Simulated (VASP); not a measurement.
A run of VASP 6.6.1 is set up as follows.

INCAR

```
SYSTEM = Ti
PREC     = Accurate       ! precision mode
ENCUT    = 520            ! plane-wave cutoff, eV
EDIFF    = 1E-6           ! SCF threshold, eV
ISMEAR   = -1             ! smearing method
SIGMA    = 0.05           ! smearing width, eV
LREAL    = .FALSE.        ! projectors in reciprocal space
LASPH    = .TRUE.         ! aspherical terms in the spheres
NELM     = 80             ! most SCF steps
ALGO     = Normal         ! electronic algorithm
ISIF     = 2              ! what is computed and relaxed
LWAVE    = .FALSE.        ! write WAVECAR
LCHARG   = .FALSE.        ! write CHGCAR
GGA      = PS             ! functional
NBANDS   = 12             ! bands
```

The input KPOINTS:

```
regular mesh
0
G
  14 14 14
  0 0 0
```

The input POSCAR:

```
Ti
1.0
   -1.6625945817      1.6625945817      1.6625945817
    1.6625945817     -1.6625945817      1.6625945817
    1.6625945817      1.6625945817     -1.6625945817
Ti
1
Direct
    0.0000000000      0.0000000000      0.0000000000
```

Potentials or basis: VASP PAW PBE potentials, release 64 (Ti_sv).

Launch:

```sh
$ cat potpaw_PBE.64/Ti_sv/POTCAR > POTCAR
$ mpirun -np 1 vasp_std > vasp.out
```

Question: Predict the band gap on the k mesh.

Answer: Zero (band 6 reaches 8.31 eV, above the bottom of band 7 at 6.75 eV).

Question: What does it give for the pressure?

Answer: -10.1 GPa.

Caveat: the PAW data sets were made with another functional, which shifts forces and pressure a little.
